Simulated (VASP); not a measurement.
# ZrO2 (Fm-3m) in VASP: single point with PBE

Aim: the single point of ZrO2 with PBE.

Program: VASP 6.6.1. These are calculated values, not measurements. Logs are shortened: lines on timing, memory, paths and dates and some standing lists are left out, and cuts for length are marked.

### Step 1. The cell of the first run

Symmetry: Fm-3m, No. 225, cubic system. The conventional cell has a = 5.116 Å, b = 5.116 Å, c = 5.116 Å, α = 90.00°, β = 90.00°, γ = 90.00°. Zr (site symmetry m-3m) has 8 O at 2.22 Å within 2.9 Å. Within 2.9 Å of O (site symmetry -43m) lie 4 Zr at 2.22 Å and 6 O at 2.56 Å.

### Step 2. Single point, PBE

INCAR reads:

```
SYSTEM = ZrO2
PREC = Accurate ; ENCUT = 600
EDIFF = 1E-6 ; ISMEAR = -1
SIGMA = 0.1 ; LREAL = .FALSE.
LASPH = .TRUE. ; NELM = 120
ALGO = Normal ; ISIF = 2
LWAVE = .FALSE. ; LCHARG = .FALSE.
GGA = PE ; NBANDS = 19
GGA_COMPAT = .FALSE.
```

KPOINTS reads:

```
regular mesh
0
G
  6 6 6
  0 0 0
```

POSCAR reads:

```
ZrO2
1.0
   -2.5580139256      0.0000000000      2.5580139256
    0.0000000000      2.5580139256      2.5580139256
   -2.5580139256      2.5580139256      0.0000000000
Zr O
1 2
Direct
    0.0000000000      0.0000000000      0.0000000000
    0.2500000000      0.2500000000      0.2500000000
    0.7500000000      0.7500000000      0.7500000000
```

Potentials or basis: VASP PAW PBE potentials, release 64 (Zr_sv, O).

The run is started by

```bash
> cat potpaw_PBE.64/Zr_sv/POTCAR potpaw_PBE.64/O/POTCAR > POTCAR
> mpirun -np 1 vasp_std > vasp.out
```

OUTCAR:

```text
SYSTEM = ZrO2
   PREC = Accurate
   ENCUT = 600
   EDIFF = 1E-6
   ISMEAR = -1
   LREAL = .FALSE.
   LASPH = .TRUE.
   NELM = 120
   ISIF = 2
   GGA = PE

 ion  position               nearest neighbor table
   1  0.000  0.000  0.000-   3 2.22   3 2.22   3 2.22   2 2.22   3 2.22   2 2.22   2 2.22   2 2.22

   2  0.250  0.250  0.250-   1 2.22   1 2.22   1 2.22   1 2.22
   3  0.750  0.750  0.750-   1 2.22   1 2.22   1 2.22   1 2.22

  LATTYP: Found a face centered cubic cell.
 ALAT       =     5.1160278512

  Lattice vectors:

 A1 = (  -2.5580139256,   0.0000000000,   2.5580139256)
 A2 = (   0.0000000000,   2.5580139256,   2.5580139256)
 A3 = (  -2.5580139256,   2.5580139256,   0.0000000000)

Analysis of symmetry for initial positions (statically):
=====================================================================
 Subroutine PRICEL returns:
 Original cell was already a primitive cell.

 Routine SETGRP: Setting up the symmetry group for a
 face centered cubic supercell.

 Subroutine GETGRP returns: Found 48 space group operations
 (whereof 48 operations were pure point group operations)
 out of a pool of 48 trial point group operations.

The static configuration has the point symmetry O_h .

Analysis of symmetry for dynamics (positions and initial velocities):
=====================================================================
 Subroutine PRICEL returns:
 Original cell was already a primitive cell.

 Routine SETGRP: Setting up the symmetry group for a
 face centered cubic supercell.

 Subroutine GETGRP returns: Found 48 space group operations
 (whereof 48 operations were pure point group operations)
 out of a pool of 48 trial point group operations.

The dynamic configuration has the point symmetry O_h .

 Subroutine INISYM returns: Found 48 space group operations
 (whereof 48 operations are pure point group operations),
 and found     1 'primitive' translations

----------------------------------------------------------------------------------------

                                     Primitive cell

  volume of cell :      33.4764

  direct lattice vectors                    reciprocal lattice vectors
    -2.558013926  0.000000000  2.558013926    -0.195464143 -0.195464143  0.195464143
     0.000000000  2.558013926  2.558013926     0.195464143  0.195464143  0.195464143
[... 74 lines left out ...]
   LSORBIT =      F    spin-orbit coupling
   LASPH  =      T    aspherical Exc in radial PAW
   ENCUT  =  600.0 eV  44.10 Ry    6.64 a.u.   7.23  7.23  7.23*2*pi/ulx,y,z
   NELM   =    120;   NELMIN=  2; NELMDL= -5     # of ELM steps
   EDIFF  = 0.1E-05   stopping-criterion for ELM
   LREAL  =      F    real-space projection
   EDIFFG = 0.1E-04   stopping-criterion for IOM
   NSW    =      0    number of steps for IOM
   IBRION =     -1    ionic relax: 0-MD 1-quasi-New 2-CG
   NFREE  =      0    steps in history (QN), initial steepest desc. (CG)
   ISIF   =      2    stress and relaxation
   ISYM   =      2    0-nonsym 1-usesym 2-fastsym
   POTIM  = 0.5000    time-step for ionic-motion
   TEBEG  =    0.0;   TEEND  =   0.0 temperature during run
   PSTRESS=    0.0 pullay stress
   NELECT =      24.0000    total number of electrons
   NUPDOWN=      -1.0000    fix difference up-down
   EMIN   =  10.00;   EMAX   =-10.00  energy-range for DOS
   EFERMI =   0.00;   METHOD = LEGACY
   ISMEAR =    -1;   SIGMA  =   0.10  broadening in eV -4-tet -1-fermi 0-gaus
   EFERMI_NEDOS =   21; number of points for ismear=-14 and -15
   IALGO  =     38    algorithm
   IMIX   =      4    mixing-type and parameters
     AMIX     =   0.40;   BMIX     =  1.00
     AMIX_MAG =   1.60;   BMIX_MAG =  1.00
  volume/ion in A,a.u.               =      11.16        75.30
  Fermi-wavevector in a.u.,A,eV,Ry     =   1.465207  2.768840 29.209420  2.146832
  Thomas-Fermi vector in A             =   2.581091
   LORBIT       =      0    0 simple, 1 ext, 2 COOP (PROOUT), +10 PAW based schemes
   GGA     = PE    functional components
   LHFCALC =     F    Hartree Fock is set to
   AEXX    =    0.0000 exact exchange contribution
   IVDW    =     0    specifies the selected vdW correction
   LEPSILON=     F    determine dielectric tensor
   LRPA    =     F    only Hartree local field effects (RPA)
 non-spin polarized calculation
  energy-cutoff  :      600.00
  volume of cell :       33.48
 maximum number of plane-waves:      1139
 NGX is ok and might be reduce to    30
   NGX = 15   NGY = 15   NGZ = 15

 number of electron      23.9999994 magnetization

 Free energy of the ion-electron system (eV)
  ---------------------------------------------------
  ext. energy  EPLUGINS =         0.00000000
  ---------------------------------------------------
  free energy    TOTEN  =       -28.57335865 eV

  energy without entropy =      -28.57335864  energy(sigma->0) =      -28.57335865

 E-fermi :   8.7391     XC(G=0): -11.7004

 val. band max:        7.0495172752   @ k =   0.5000   0.5000   0.0000
 cond. band min:      10.3610431486   @ k =   0.0000   0.0000   0.0000
 fundamental gap:      3.3115258734
 Fermi energy:         8.7390803467

 k-point     1 :       0.0000    0.0000    0.0000
  band No.  band energies     occupation
      1     -41.1109      2.00000
      2     -18.9291      2.00000
      3     -18.9291      2.00000
      4     -18.9291      2.00000
      5     -11.0731      2.00000
      6      -8.5725      2.00000
[... 329 lines left out ...]
      6      -9.2086      2.00000
[... 11 lines left out ...]
     18      19.5204      0.00000
     19      21.6921      0.00000

------------------------ aborting loop because EDIFF is reached ----------------------------------------

  FORCE on cell =-STRESS in cart. coord.  units (eV):
  Direction    XX          YY          ZZ          XY          YZ          ZX
  --------------------------------------------------------------------------------------
  -------------------------------------------------------------------------------------
  Total        0.0103389      0.0103389      0.0103389      0.0000000     -0.0000000     -0.0000000
  in kB        0.4948195      0.4948195      0.4948195      0.0000000     -0.0000000     -0.0000000
  external PRESSURE =       0.4948195 kB  Pullay stress =       0.0000000 kB

 VOLUME and BASIS-vectors are now :
 -----------------------------------------------------------------------------
  energy-cutoff  :      600.00
  volume of cell :       33.48
      direct lattice vectors                 reciprocal lattice vectors
    -2.558013926  0.000000000  2.558013926    -0.195464143 -0.195464143  0.195464143
     0.000000000  2.558013926  2.558013926     0.195464143  0.195464143  0.195464143
    -2.558013926  2.558013926  0.000000000    -0.195464143  0.195464143 -0.195464143

 POSITION                                       TOTAL-FORCE (eV/Angst)
 -----------------------------------------------------------------------------------
      0.00000      0.00000      0.00000         0.000000      0.000000      0.000000
     -1.27901      1.27901      1.27901        -0.000000      0.000000      0.000000
     -3.83702      3.83702      3.83702         0.000000     -0.000000     -0.000000
 -----------------------------------------------------------------------------------
    total drift:                                0.000000      0.000000      0.000000

  FREE ENERGIE OF THE ION-ELECTRON SYSTEM (eV)
  ---------------------------------------------------
  free  energy   TOTEN  =       -28.5733586509 eV

  energy  without entropy=      -28.5733586412  energy(sigma->0) =      -28.57335865
```

OSZICAR:

```text
N       E                     dE             d eps       ncg     rms          rms(c)
DAV:   1     0.198547202825E+03    0.19855E+03   -0.15802E+04   608   0.145E+03
DAV:   2    -0.241839501539E+02   -0.22273E+03   -0.21644E+03   721   0.361E+02
DAV:   3    -0.346153680136E+02   -0.10431E+02   -0.10371E+02   841   0.741E+01
DAV:   4    -0.349462469164E+02   -0.33088E+00   -0.33025E+00   830   0.101E+01
DAV:   5    -0.349514846283E+02   -0.52377E-02   -0.52371E-02   739   0.121E+00    0.235E+01
DAV:   6    -0.286828465873E+02    0.62686E+01   -0.23608E+01   646   0.394E+01    0.812E+00
DAV:   7    -0.286073924555E+02    0.75454E-01   -0.99960E-01   754   0.782E+00    0.653E+00
DAV:   8    -0.285923612013E+02    0.15031E-01   -0.38176E-01   656   0.575E+00    0.287E+00
DAV:   9    -0.285722061672E+02    0.20155E-01   -0.56225E-02   653   0.216E+00    0.341E-01
DAV:  10    -0.285735791103E+02   -0.13729E-02   -0.68364E-03   704   0.766E-01    0.360E-01
DAV:  11    -0.285733293553E+02    0.24976E-03   -0.88146E-04   656   0.299E-01    0.525E-02
DAV:  12    -0.285733677727E+02   -0.38417E-04   -0.10330E-04   690   0.793E-02    0.541E-02
DAV:  13    -0.285733578526E+02    0.99201E-05   -0.35201E-05   783   0.465E-02    0.763E-03
DAV:  14    -0.285733591309E+02   -0.12783E-05   -0.47500E-06   675   0.217E-02    0.128E-02
DAV:  15    -0.285733586509E+02    0.47992E-06   -0.13192E-06   528   0.105E-02
   1 F= -.28573359E+02 E0= -.28573359E+02  d E =-.977501E-08
```

It took 32 s on 1 thread of Intel Xeon 8259CL, shared host; peak memory 0.17 GiB.

What came out:

* Free energy: -28.5734 eV
* Pressure: 0.0 GPa
* Band gap on the k mesh: 3.31 eV, indirect (least direct gap 3.74 eV)
